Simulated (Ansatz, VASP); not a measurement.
**Ga3Se: VASP beside Ansatz**

```
Se Ga
1.0
     4.43246    0.00000    0.00000
     0.00000    4.43246    0.00000
     0.00000    0.00000    4.43246
Se Ga
1 3
Direct
  0.00000 0.00000 0.00000
  0.50000 0.50000 0.00000
  0.50000 0.00000 0.50000
  0.00000 0.50000 0.50000
```

Alike in both runs: functional r2SCAN; k mesh 6 × 6 × 6; occupations fermi-dirac, width 0.05 eV; no spin polarisation.

```csv
,VASP,Ansatz
version,VASP 6.6.1,Ansatz 0.2.0
potentials or method,"VASP PAW PBE potentials, release 64 (Se, Ga_d)",Ansatz PAW
plane-wave cutoff (eV),520,500
valence electrons in the cell,45,55
task,single point,band structure
```

```csv
,VASP,Ansatz,Ansatz less VASP
gap on the k mesh at the Fermi level (eV),none,none,-
pressure (GPa),-1.7,-1.7,-0.05
```

VASP's potentials were made for PBE, not for r2SCAN. A gap of «none» marks a metal or a gap that the smearing closes. VASP's potentials hold 45 valence electrons a cell and Ansatz's 55, so a difference there can come from the potentials and not from the codes.
